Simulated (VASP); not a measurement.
Here is a VASP 6.6.1 calculation.

File INCAR:

```
ALGO = Normal
EDIFF = 1E-6
ENCUT = 500
GGA = PS
GGA_COMPAT = False
ISIF = 2
ISMEAR = -1
LASPH = True
LCHARG = False
LREAL = False
LWAVE = False
NBANDS = 11
NELM = 120
PREC = Accurate
SIGMA = 0.05
```

KPOINTS

```
k-points
0
Gamma
  9 9 9
```

POSCAR

```
Pt
1.0
    0.0000000000      1.9609000000      1.9609000000
    1.9609000000      0.0000000000      1.9609000000
    1.9609000000      1.9609000000      0.0000000000
Pt
1
Direct
    0.0000000000      0.0000000000      0.0000000000
```

Potentials or basis: VASP PAW PBE potentials, release 64 (Pt).

Launch:

```bash
$ cat potpaw_PBE.64/Pt/POTCAR > POTCAR
$ mpirun -np 1 vasp_std > vasp.out
```

(1) Estimate the pressure.

(2) Predict the band gap on the k mesh.

Answers

(1) -1.6 GPa.

(2) zero (band 5 reaches 11.46 eV, above the bottom of band 6 at 9.39 eV).

Caveat: the PAW data sets were made with another functional, which shifts forces and pressure a little; spin-orbit coupling is left out, which moves the levels of the heavy elements.
